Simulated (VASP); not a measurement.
Here is a VASP 6.6.1 calculation.

The input POSCAR:

```
SrO
1.0
    0.0000000000      2.7922805169      2.7922805169
    2.7922805169      0.0000000000      2.7922805169
    2.7922805169      2.7922805169      0.0000000000
Sr O
1 1
Direct
    0.0000000000      0.0000000000      0.0000000000
    0.2500000000      0.2500000000      0.2500000000
```

File INCAR.step1:

```
SYSTEM = SrO
ALGO = Normal
EDIFF = 1E-5
ENCUT = 660
GGA = PE
GGA_COMPAT = .FALSE.
ISMEAR = 0
LASPH = .TRUE.
LCHARG = .FALSE.
LREAL = .FALSE.
LWAVE = .TRUE.
NBANDS = 15
NELM = 120
PREC = Accurate
SIGMA = 0.01
```

INCAR.step2

```
SYSTEM = SrO
ALGO = Normal
EDIFF = 1E-6
ENCUT = 660
GGA_COMPAT = .FALSE.
ISIF = 2
ISMEAR = 0
ISTART = 1
IVDW = 13
LASPH = .TRUE.
LCHARG = .FALSE.
LMIXTAU = .TRUE.
LREAL = .FALSE.
LWAVE = .FALSE.
METAGGA = R2SCAN
NBANDS = 15
NELM = 120
PREC = Accurate
SIGMA = 0.01
VDW_A1 = 0.51559235
VDW_A2 = 5.77342911
VDW_S6 = 1.0
VDW_S8 = 0.6018749
```

KPOINTS

```
k-points
0
G
  6 6 6
  0 0 0
```

Potentials or basis: VASP PAW PBE potentials, release 64 (Sr_sv, O).

Command:

```sh
$ cat potpaw_PBE.64/Sr_sv/POTCAR potpaw_PBE.64/O/POTCAR > POTCAR
$ cp INCAR.step1 INCAR
$ mpirun -np 1 vasp_std > vasp.out
$ cp INCAR.step2 INCAR
$ mpirun -np 1 vasp_std > vasp.out
```

Problem. Estimate the dispersion energy per atom.

Solution. -0.051 eV.

Problem. Estimate the pressure.

Solution. -0.1 GPa.

Problem. Estimate the band gap on the k mesh.

Solution. 2.91 eV (least direct gap 3.75 eV).

Caveat: the PAW data sets were made with another functional, which shifts forces and pressure a little. A k mesh can miss the band edges.
